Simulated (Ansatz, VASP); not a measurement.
## InPd in VASP and in Ansatz

Contents of INCAR:

```
  PREC = Accurate
  ENCUT = 520
  EDIFF = 1E-6
  ISMEAR = -1
  SIGMA = 0.05
  LREAL = F
  LASPH = T
  NELM = 80
  ALGO = Fast
  ISIF = 2
  LWAVE = F
  LCHARG = T
  GGA = PE
  LELF = T
  LVHAR = T
  NBANDS = 18
```

Contents of KPOINTS:

```
Automatic mesh
0
Gamma
  8 8 8
```

POSCAR

```
InPd
1.0
    0.0000000000      2.6900120256      2.6900120256
    2.6900120256      0.0000000000      2.6900120256
    2.6900120256      2.6900120256      0.0000000000
In Pd
1 1
Direct
    0.0000000000      0.0000000000      0.0000000000
    0.5000000000      0.5000000000      0.5000000000
```

input.yaml

```yaml
crystal:
  lattice:
    - [0.0, 2.6900120256, 2.6900120256]
    - [2.6900120256, 0.0, 2.6900120256]
    - [2.6900120256, 2.6900120256, 0.0]
  atoms:
    - { symbol: In, position: [0.0, 0.0, 0.0] }
    - { symbol: Pd, position: [0.5, 0.5, 0.5] }
hamiltonian:
  xc: pbe
  pseudopotentials: { kind: paw, azcp: { folder: soft_1 } }
kpoints:
  mp_grid: { grid: [8, 8, 8] }
scf:
  occupations: { method: fermi_dirac, width: 0.05 }
output:
  forces: true
  stress: true
  eigenvalues: true
  write_density: true
  write_potential: true
  elf: true
  volumetric_format: npy
```

Alike in both runs: task single point; functional PBE; k mesh 8 × 8 × 8; occupations fermi-dirac, width 0.05 eV; no spin polarisation.

|  | VASP | Ansatz |
| --- | --- | --- |
| version | VASP 6.6.1 | Ansatz 0.2.0 |
| potentials or method | VASP PAW PBE potentials, release 64 (In_d, Pd) | Ansatz PAW soft_1 |
| plane-wave cutoff (eV) | 520 | 420 |
| valence electrons in the cell | 23 | 31 |

```csv
,VASP,Ansatz,Ansatz less VASP
gap on the k mesh at the Fermi level (eV),none,none,-
pressure (GPa),6.6,6.4,-0.27
```

A gap of «none» marks a metal or a gap that the smearing closes. VASP's potentials hold 23 valence electrons a cell and Ansatz's 31, so a difference there can come from the potentials and not from the codes.
